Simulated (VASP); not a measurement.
Write the native input for VASP 6.6.1 that does the following.

| Item | Value |
| --- | --- |
| Task | single point |
| Functional | PBE |
| Potentials or basis | VASP PAW PBE potentials, release 64 (Ti_sv, B) |
| Cutoff | 520 eV |
| k mesh | 12 × 8 × 6 |
| Occupations | gaussian, width 0.1 eV |
| Spin | no spin polarisation |
| Dipole correction | no |
| Further INCAR settings | ALGO = Normal; EDIFF = 1e-06; NBANDS = 22 |

The structure of TiB5 lies in POSCAR:

```
TiB5
1.0
    3.0794820997      0.0000000000      0.0000000000
    0.0000000000      4.3908202721      0.0000000000
    0.0000000000      0.0000000000      5.8388454228
Ti B
1 5
Direct
    0.0000000000      0.0000000000      0.0000000000
    0.0000000000      0.1826779069      0.6458885995
    0.0000000000      0.8173220931      0.6458885995
    0.0000000000      0.8173220931      0.3541114005
    0.0000000000      0.1826779069      0.3541114005
    0.0000000000      0.5000000000      0.5000000000
```

The cell was generated, and may not be a known phase.

The input as run:

INCAR

```
SYSTEM = TiB5
PREC = Accurate
ENCUT = 520
EDIFF = 1E-6
ISMEAR = 0
SIGMA = 0.1
LREAL = .FALSE.
LASPH = .TRUE.
NELM = 80
ALGO = Normal
ISIF = 2
LWAVE = .FALSE.
LCHARG = .FALSE.
GGA = PE
NBANDS = 22
```

KPOINTS

```
regular mesh
0
G
  12 8 6
  0 0 0
```

Potentials or basis: VASP PAW PBE potentials, release 64 (Ti_sv, B).

Launch:

```sh
$ cat potpaw_PBE.64/Ti_sv/POTCAR potpaw_PBE.64/B/POTCAR > POTCAR
$ mpirun -np 1 vasp_std > vasp.out
```

It gave:

* Pressure: 0.0 GPa
* Largest force: 0.010 eV/Å
* Band gap on the k mesh: zero (an odd number of electrons rules out a gap without spin polarisation)

It took 3.3 min on 1 thread of Intel(R) Xeon(R) Platinum 8488C (Sapphire Rapids), with other jobs on the host, peak memory 0.34 GiB.
